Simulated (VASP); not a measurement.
Wanted: the native input for a VASP 6.6.1 run.

```yaml
Task: relaxation of cell and atoms
Functional: r2SCAN
Potentials_or_basis: VASP PAW PBE potentials, release 64 (Ti_sv, Al)
Cutoff: 600 eV
k_mesh: 12 × 12 × 12
Occupations: gaussian, width 0.1 eV
Spin: no spin polarisation
Dipole_correction: no
Further_INCAR_settings: ALGO = Normal; EDIFF = 1e-06; IBRION = 2; EDIFFG = -0.002; NSW = 100; ISIF = 3
```

Ti3Al:

```
CELL_PARAMETERS angstrom
0.00000 3.23178 3.23178
3.23178 0.00000 3.23178
3.23178 3.23178 0.00000
ATOMIC_POSITIONS crystal
Ti 0.75000 0.75000 0.75000
Ti 0.25000 0.25000 0.25000
Ti 0.00000 0.00000 0.00000
Al 0.50000 0.50000 0.50000
```

One way to write it, as run:

POSCAR

```
Ti3Al
1.0
    0.0000000000      3.2317810000      3.2317810000
    3.2317810000      0.0000000000      3.2317810000
    3.2317810000      3.2317810000      0.0000000000
Ti Al
3 1
Direct
    0.7500000000      0.7500000000      0.7500000000
    0.2500000000      0.2500000000      0.2500000000
    0.0000000000      0.0000000000      0.0000000000
    0.5000000000      0.5000000000      0.5000000000
```

INCAR.step1

```
ALGO = Normal ; EDIFF = 1E-4
ENCUT = 600 ; GGA = PE
ISMEAR = 0 ; LASPH = T
LCHARG = F ; LREAL = F
LWAVE = T ; NELM = 100
PREC = Accurate ; SIGMA = 0.1
```

INCAR.step2

```
ALGO = Normal ; EDIFF = 1E-6
EDIFFG = -0.002 ; ENCUT = 600
IBRION = 2 ; ISIF = 3
ISMEAR = 0 ; ISTART = 1
LASPH = T ; LCHARG = F
LMIXTAU = T ; LREAL = F
LWAVE = F ; METAGGA = R2SCAN
NELM = 100 ; NSW = 100
PREC = Accurate ; SIGMA = 0.1
```

KPOINTS

```
k-points
0
Gamma
  12 12 12
```

Potentials or basis: VASP PAW PBE potentials, release 64 (Ti_sv, Al).

Command:

```sh
$ cat potpaw_PBE.64/Ti_sv/POTCAR potpaw_PBE.64/Al/POTCAR > POTCAR
$ cp INCAR.step1 INCAR
$ mpirun -np 1 vasp_std > vasp.out
$ cp INCAR.step2 INCAR
$ mpirun -np 1 vasp_std > vasp.out
```

Results of the run:

```
Relaxed volume                        : 16.62 Å³/atom
Relaxed cell                          : a = 4.547 Å, b = 4.547 Å, c = 4.547 Å, α = 60.00°, β = 60.00°, γ = 60.00°
Space group after relaxing (to 0.1 Å) : Fm-3m (No. 225)
Energy gained by relaxing             : 1.4 meV/atom
Ionic steps                           : 17
Pressure after relaxing               : 0.0 GPa
Band gap on the k mesh                : zero (an odd number of electrons rules out a gap without spin polarisation)
```

Caveat: the PAW data sets were made with another functional, which shifts forces and pressure a little.

Run time: 75 min on 1 thread of Oxide Virtual Turin-like Processor, with other jobs on the host, peak memory 0.31 GiB.
